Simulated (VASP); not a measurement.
A run of VASP 6.6.1 is set up as follows.

INCAR

```
SYSTEM = LiCl
PREC = Accurate ; ENCUT = 520
EDIFF = 1E-6 ; ISMEAR = 0
SIGMA = 0.05 ; LREAL = .FALSE.
LASPH = .TRUE. ; NELM = 100
ALGO = Normal ; ISIF = 2
LWAVE = .FALSE. ; LCHARG = .FALSE.
GGA = PE ; NBANDS = 12
```

File KPOINTS:

```
Automatic mesh
0
G
  8 8 8
  0 0 0
```

File POSCAR:

```
LiCl
1.0
    0.0000000000      2.5647600000      2.5647600000
    2.5647600000      0.0000000000      2.5647600000
    2.5647600000      2.5647600000      0.0000000000
Li Cl
1 1
Direct
    0.0000000000      0.0000000000      0.0000000000
    0.5194950015      0.4805049985      0.4805049985
```

Potentials or basis: VASP PAW PBE potentials, release 64 (Li_sv, Cl).

Run with:

```bash
$ cat potpaw_PBE.64/Li_sv/POTCAR potpaw_PBE.64/Cl/POTCAR > POTCAR
$ mpirun -np 1 vasp_std > vasp.out
```

**Question.** What does it give for the band gap on the k mesh?

**Answer.** 6.34 eV, direct.

**Question.** What does it give for the largest force?

**Answer.** 0.073 eV/Å.

Forces in eV/Å, atoms in the order of the input:
```
Li  -0.073  0.000  0.000
Cl   0.073  0.000  0.000
```

Caveat: the cell differs from its parent crystal (atom 2 (Cl) moved by (-0.100, +0.000) A along x and y). A k mesh can miss the band edges.
